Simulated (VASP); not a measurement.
Input of a VASP 6.6.1 run:

INCAR

```
ALGO = Normal
EDIFF = 1E-6
ENCUT = 520
GGA = PE
ISIF = 2
ISMEAR = -1
LASPH = T
LCHARG = F
LREAL = F
LWAVE = F
NBANDS = 13
NELM = 100
PREC = Accurate
SIGMA = 0.1
```

File KPOINTS:

```
k-points
0
Gamma
  12 12 12
```

The input POSCAR:

```
Mo
1.0
    2.6039359908      0.0000000000      0.0000000000
    0.0000000000      2.6039359908      0.0000000000
    0.0000000000      0.0000000000      2.6039359908
Mo
1
Direct
    0.0000000000      0.0000000000      0.0000000000
```

Potentials or basis: VASP PAW PBE potentials, release 64 (Mo_sv).

The run is started by

```sh
$ cat potpaw_PBE.64/Mo_sv/POTCAR > POTCAR
$ mpirun -np 1 vasp_std > vasp.out
```

**Question.** Estimate the band gap on the k mesh.

**Answer.** Zero (band 7 reaches 11.97 eV, above the bottom of band 8 at 9.82 eV).

**Question.** Estimate the pressure.

**Answer.** 0.5 GPa.
